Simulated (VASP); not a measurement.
# Ba3Lu (Pm-3m) in VASP: notebook

Runs on Ba3Lu. Level: PBE. Tasks: single point, relaxation of cell and atoms.

Everything below comes from runs of VASP 6.6.1. Logs are shortened: lines on timing, memory, paths and dates and some standing lists are left out, and cuts for length are marked.

### 1 The cell of the first run

The structure is cubic, space group Pm-3m (No. 221). Conventional cell: a = 5.641 Å, b = 5.641 Å, c = 5.641 Å, α = 90.00°, β = 90.00°, γ = 90.00°. Ba (site symmetry 4/mmm) has 8 Ba at 3.99 Å and 4 Lu at 3.99 Å within 5.2 Å. Within 5.2 Å of Lu (site symmetry m-3m) lie 12 Ba at 3.99 Å.

The cell was built from a structure type or drawn by symmetry, and may not be a known phase.

### 2 Single point, PBE

Input file INCAR:

```
SYSTEM = Ba3Lu
PREC = Accurate
ENCUT = 600
EDIFF = 1E-6
ISMEAR = 0
SIGMA = 0.1
LREAL = .False.
LASPH = .True.
NELM = 120
ALGO = Normal
ISIF = 2
LWAVE = .False.
LCHARG = .True.
GGA = PE
LELF = .True.
LVHAR = .True.
NBANDS = 36
GGA_COMPAT = .False.
```

Input file KPOINTS:

```
regular mesh
0
Gamma
  4 4 4
  0 0 0
```

Input file POSCAR:

```
Ba3Lu
1.0
    5.6414056300      0.0000000000      0.0000000000
    0.0000000000      5.6414056300      0.0000000000
    0.0000000000      0.0000000000      5.6414056300
Ba Lu
3 1
Direct
    0.0000000000      0.5000000000      0.5000000000
    0.5000000000      0.0000000000      0.5000000000
    0.5000000000      0.5000000000      0.0000000000
    0.0000000000      0.0000000000      0.0000000000
```

Potentials or basis: VASP PAW PBE potentials, release 64 (Ba_sv, Lu).

Command:

```
$ cat potpaw_PBE.64/Ba_sv/POTCAR potpaw_PBE.64/Lu/POTCAR > POTCAR
$ mpirun -np 1 vasp_std > vasp.out
```

OUTCAR:

```text
SYSTEM = Ba3Lu
   PREC = Accurate
   ENCUT = 600
   EDIFF = 1E-6
   ISMEAR = 0
   LREAL = .False.
   LASPH = .True.
   NELM = 120
   ISIF = 2
   GGA = PE

 ion  position               nearest neighbor table
   1  0.000  0.500  0.500-   2 3.99   3 3.99   4 3.99   3 3.99   4 3.99   2 3.99   4 3.99   4 3.99
                             2 3.99   3 3.99   3 3.99   2 3.99
   2  0.500  0.000  0.500-   1 3.99   3 3.99   4 3.99   3 3.99   4 3.99   1 3.99   3 3.99   3 3.99
                             1 3.99   4 3.99   4 3.99   1 3.99
   3  0.500  0.500  0.000-   1 3.99   2 3.99   4 3.99   1 3.99   2 3.99   2 3.99   4 3.99   2 3.99
                             1 3.99   4 3.99   1 3.99   4 3.99
   4  0.000  0.000  0.000-   1 3.99   2 3.99   3 3.99   1 3.99   2 3.99   1 3.99   3 3.99   1 3.99
                             2 3.99   3 3.99   2 3.99   3 3.99

  LATTYP: Found a simple cubic cell.
 ALAT       =     5.6414056300

  Lattice vectors:

 A1 = (   5.6414056300,   0.0000000000,   0.0000000000)
 A2 = (   0.0000000000,   5.6414056300,   0.0000000000)
 A3 = (   0.0000000000,   0.0000000000,   5.6414056300)

Analysis of symmetry for initial positions (statically):
=====================================================================
 Subroutine PRICEL returns:
 Original cell was already a primitive cell.

 Routine SETGRP: Setting up the symmetry group for a
 simple cubic supercell.

 Subroutine GETGRP returns: Found 48 space group operations
 (whereof 48 operations were pure point group operations)
 out of a pool of 48 trial point group operations.

The static configuration has the point symmetry O_h .

Analysis of symmetry for dynamics (positions and initial velocities):
=====================================================================
 Subroutine PRICEL returns:
 Original cell was already a primitive cell.

 Routine SETGRP: Setting up the symmetry group for a
 simple cubic supercell.

 Subroutine GETGRP returns: Found 48 space group operations
 (whereof 48 operations were pure point group operations)
 out of a pool of 48 trial point group operations.

The dynamic configuration has the point symmetry O_h .

 Subroutine INISYM returns: Found 48 space group operations
 (whereof 48 operations are pure point group operations),
 and found     1 'primitive' translations

----------------------------------------------------------------------------------------

                                     Primitive cell

  volume of cell :     179.5403

  direct lattice vectors                    reciprocal lattice vectors
     5.641405630  0.000000000  0.000000000     0.177260787  0.000000000  0.000000000
     0.000000000  5.641405630  0.000000000     0.000000000  0.177260787  0.000000000
     0.000000000  0.000000000  5.641405630     0.000000000  0.000000000  0.177260787

  length of vectors
     5.641405630  5.641405630  5.641405630     0.177260787  0.177260787  0.177260787

  position of ions in fractional coordinates (direct lattice)
     0.000000000  0.500000000  0.500000000
     0.500000000  0.000000000  0.500000000
     0.500000000  0.500000000  0.000000000
     0.000000000  0.000000000  0.000000000

  ion indices of the primitive-cell ions
   primitive index   ion index
                 1           1
                 2           2
                 3           3
                 4           4

----------------------------------------------------------------------------------------

 KPOINTS: regular mesh

Automatic generation of k-mesh.
 Grid dimensions read from file:
 generate k-points for:    4    4    4

 Generating k-lattice:

  Cartesian coordinates                     Fractional coordinates (reciprocal lattice)
     0.044315197  0.000000000  0.000000000     0.250000000  0.000000000  0.000000000
     0.000000000  0.044315197  0.000000000     0.000000000  0.250000000  0.000000000
     0.000000000  0.000000000  0.044315197     0.000000000  0.000000000  0.250000000

  Length of vectors
     0.044315197  0.044315197  0.044315197

  Shift w.r.t. Gamma in fractional coordinates (k-lattice)
     0.000000000  0.000000000  0.000000000

 Subroutine IBZKPT returns following result:
 ===========================================

 Found     10 irreducible k-points:

 Following reciprocal coordinates:
            Coordinates               Weight
  0.000000  0.000000  0.000000      1.000000
  0.250000  0.000000  0.000000      6.000000
  0.500000  0.000000  0.000000      3.000000
  0.250000  0.250000  0.000000     12.000000
  0.500000  0.250000  0.000000     12.000000
  0.500000  0.500000  0.000000      3.000000
  0.250000  0.250000  0.250000      8.000000
  0.500000  0.250000  0.250000     12.000000
  0.500000  0.500000  0.250000      6.000000
  0.500000  0.500000  0.500000      1.000000
   k-points           NKPTS =     10   k-points in BZ     NKDIM =     10   number of bands    NBANDS=     36
   number of dos      NEDOS =    301   number of ions     NIONS =      4
   total plane-waves  NPLWV = 110592
   dimension x,y,z NGX =    48 NGY =   48 NGZ =   48
   dimension x,y,z NGXF=    96 NGYF=   96 NGZF=   96
   ions per type =               3   1
   NGX,Y,Z   is equivalent  to a cutoff of  14.15, 14.15, 14.15 a.u.
   NGXF,Y,Z  is equivalent  to a cutoff of  28.29, 28.29, 28.29 a.u.
 SYSTEM =  Ba3Lu
   PREC   = accura    normal or accurate (medium, high low for compatibility)
   ISTART =      0    job   : 0-new  1-cont  2-samecut
   ICHARG =      2    charge: 1-file 2-atom 10-const
   ISPIN  =      1    spin polarized calculation?
   LNONCOLLINEAR =      F non collinear calculations
   LSORBIT =      F    spin-orbit coupling
   LASPH  =      T    aspherical Exc in radial PAW
   ENCUT  =  600.0 eV  44.10 Ry    6.64 a.u.  11.27 11.27 11.27*2*pi/ulx,y,z
   NELM   =    120;   NELMIN=  2; NELMDL= -5     # of ELM steps
   EDIFF  = 0.1E-05   stopping-criterion for ELM
   LREAL  =      F    real-space projection
   EDIFFG = 0.1E-04   stopping-criterion for IOM
   NSW    =      0    number of steps for IOM
   IBRION =     -1    ionic relax: 0-MD 1-quasi-New 2-CG
   NFREE  =      0    steps in history (QN), initial steepest desc. (CG)
   ISIF   =      2    stress and relaxation
   ISYM   =      2    0-nonsym 1-usesym 2-fastsym
   POTIM  = 0.5000    time-step for ionic-motion
   TEBEG  =    0.0;   TEEND  =   0.0 temperature during run
   PSTRESS=    0.0 pullay stress
   NELECT =      55.0000    total number of electrons
   NUPDOWN=      -1.0000    fix difference up-down
   EMIN   =  10.00;   EMAX   =-10.00  energy-range for DOS
   EFERMI =   0.00;   METHOD = LEGACY
   ISMEAR =     0;   SIGMA  =   0.10  broadening in eV -4-tet -1-fermi 0-gaus
   EFERMI_NEDOS =   21; number of points for ismear=-14 and -15
   IALGO  =     38    algorithm
   IMIX   =      4    mixing-type and parameters
     AMIX     =   0.40;   BMIX     =  1.00
     AMIX_MAG =   1.60;   BMIX_MAG =  1.00
  volume/ion in A,a.u.               =      44.89       302.90
  Fermi-wavevector in a.u.,A,eV,Ry     =   1.103592  2.085486 16.570733  1.217914
  Thomas-Fermi vector in A             =   2.240052
   LORBIT       =      0    0 simple, 1 ext, 2 COOP (PROOUT), +10 PAW based schemes
   GGA     = PE    functional components
   LHFCALC =     F    Hartree Fock is set to
   AEXX    =    0.0000 exact exchange contribution
   IVDW    =     0    specifies the selected vdW correction
   LEPSILON=     F    determine dielectric tensor
   LRPA    =     F    only Hartree local field effects (RPA)
 non-spin polarized calculation
 Gauss-broadening in eV      SIGMA  =   0.10
  energy-cutoff  :      600.00
  volume of cell :      179.54
 maximum number of plane-waves:      6031
 NGX is ok and might be reduce to    48
   NGX = 23   NGY = 23   NGZ = 23

 number of electron      54.9999993 magnetization

 Free energy of the ion-electron system (eV)
  ---------------------------------------------------
  ext. energy  EPLUGINS =         0.00000000
  ---------------------------------------------------
  free energy    TOTEN  =        -9.01089429 eV

  energy without entropy =       -8.95816939  energy(sigma->0) =       -8.98453184

 E-fermi :   2.4289     XC(G=0):  -8.6256

 val. band max:        2.4060982937   @ k =   0.2500   0.2500   0.0000
 cond. band min:       2.4309120078   @ k =   0.5000   0.2500   0.0000
 fundamental gap:      0.0248137140
 Fermi energy:         2.4289492331

 k-point     1 :       0.0000    0.0000    0.0000
  band No.  band energies     occupation
      1     -54.9762      2.00000
      2     -25.8644      2.00000
      3     -25.6989      2.00000
      4     -25.6989      2.00000
      5     -25.5882      2.00000
      6     -25.5882      2.00000
[... 28 lines left out ...]
     35       4.9523      0.00000
     36       4.9523      0.00000

 k-point     2 :       0.2500    0.0000    0.0000
  band No.  band energies     occupation
      1     -54.9762      2.00000
      2     -25.8474      2.00000
      3     -25.7230      2.00000
      4     -25.6986      2.00000
      5     -25.5881      2.00000
      6     -25.5881      2.00000
[... 28 lines left out ...]
     35       4.6892      0.00000
     36       4.6892      0.00000

 k-point     3 :       0.5000    0.0000    0.0000
  band No.  band energies     occupation
      1     -54.9762      2.00000
      2     -25.8216      2.00000
      3     -25.7544      2.00000
      4     -25.6983      2.00000
      5     -25.5881      2.00000
      6     -25.5881      2.00000
[... 28 lines left out ...]
     35       4.6596      0.00000
     36       5.0540      0.00000

 k-point     4 :       0.2500    0.2500    0.0000
  band No.  band energies     occupation
      1     -54.9762      2.00000
      2     -25.8305      2.00000
      3     -25.7315      2.00000
      4     -25.7109      2.00000
      5     -25.5881      2.00000
      6     -25.5832      2.00000
[... 28 lines left out ...]
     35       4.5830      0.00000
     36       4.8144      0.00000

 k-point     5 :       0.5000    0.2500    0.0000
  band No.  band energies     occupation
      1     -54.9762      2.00000
      2     -25.8028      2.00000
      3     -25.7583      2.00000
      4     -25.7149      2.00000
      5     -25.5880      2.00000
      6     -25.5840      2.00000
[... 28 lines left out ...]
     35       4.1196      0.00000
     36       4.7304      0.00000

 k-point     6 :       0.5000    0.5000    0.0000
  band No.  band energies     occupation
      1     -54.9762      2.00000
      2     -25.7619      2.00000
      3     -25.7619      2.00000
      4     -25.7539      2.00000
      5     -25.5880      2.00000
      6     -25.5801      2.00000
[... 28 lines left out ...]
     35       3.6556      0.00000
     36       4.3943      0.00000

 k-point     7 :       0.2500    0.2500    0.2500
  band No.  band energies     occupation
      1     -54.9762      2.00000
      2     -25.8154      2.00000
      3     -25.7287      2.00000
      4     -25.7287      2.00000
      5     -25.5857      2.00000
      6     -25.5857      2.00000
[... 28 lines left out ...]
     35       4.6338      0.00000
     36       4.6338      0.00000

 k-point     8 :       0.5000    0.2500    0.2500
  band No.  band energies     occupation
      1     -54.9762      2.00000
      2     -25.7885      2.00000
      3     -25.7579      2.00000
      4     -25.7258      2.00000
      5     -25.5884      2.00000
      6     -25.5839      2.00000
[... 28 lines left out ...]
     35       4.2718      0.00000
     36       4.6215      0.00000

 k-point     9 :       0.5000    0.5000    0.2500
  band No.  band energies     occupation
      1     -54.9762      2.00000
      2     -25.7575      2.00000
      3     -25.7575      2.00000
      4     -25.7534      2.00000
      5     -25.5883      2.00000
      6     -25.5843      2.00000
[... 28 lines left out ...]
     35       4.0927      0.00000
     36       4.4451      0.00000

 k-point    10 :       0.5000    0.5000    0.5000
  band No.  band energies     occupation
      1     -54.9762      2.00000
      2     -25.7529      2.00000
      3     -25.7529      2.00000
      4     -25.7529      2.00000
      5     -25.5887      2.00000
      6     -25.5887      2.00000
[... 28 lines left out ...]
     35       4.1221      0.00000
     36       4.5463      0.00000

------------------------ aborting loop because EDIFF is reached ----------------------------------------

  FORCE on cell =-STRESS in cart. coord.  units (eV):
  Direction    XX          YY          ZZ          XY          YZ          ZX
  --------------------------------------------------------------------------------------
  -------------------------------------------------------------------------------------
  Total        2.2091643      2.2091643      2.2091643     -0.0000000     -0.0000000      0.0000000
  in kB       19.7140845     19.7140845     19.7140845     -0.0000000     -0.0000000      0.0000000
  external PRESSURE =      19.7140845 kB  Pullay stress =       0.0000000 kB

 VOLUME and BASIS-vectors are now :
 -----------------------------------------------------------------------------
  energy-cutoff  :      600.00
  volume of cell :      179.54
      direct lattice vectors                 reciprocal lattice vectors
     5.641405630  0.000000000  0.000000000     0.177260787  0.000000000  0.000000000
     0.000000000  5.641405630  0.000000000     0.000000000  0.177260787  0.000000000
     0.000000000  0.000000000  5.641405630     0.000000000  0.000000000  0.177260787

 POSITION                                       TOTAL-FORCE (eV/Angst)
 -----------------------------------------------------------------------------------
      0.00000      2.82070      2.82070         0.000000      0.000000      0.000000
      2.82070      0.00000      2.82070         0.000000      0.000000      0.000000
      2.82070      2.82070      0.00000         0.000000      0.000000      0.000000
      0.00000      0.00000      0.00000         0.000000      0.000000      0.000000
 -----------------------------------------------------------------------------------
    total drift:                                0.000000      0.000000     -0.000000

  FREE ENERGIE OF THE ION-ELECTRON SYSTEM (eV)
  ---------------------------------------------------
  free  energy   TOTEN  =        -9.0108942946 eV

  energy  without entropy=       -8.9581693899  energy(sigma->0) =       -8.98453184
```

Wall time 2.5 min (1 thread of Intel Xeon 8259CL, shared host); peak memory 0.36 GiB.

Results:

- Free energy: -9.0109 eV
- Pressure: 2.0 GPa
- Band gap on the k mesh: zero (an odd number of electrons rules out a gap without spin polarisation)

Caveat: spin-orbit coupling is left out, which moves the levels of the heavy elements.

(Part 1 of 2 ends here.)
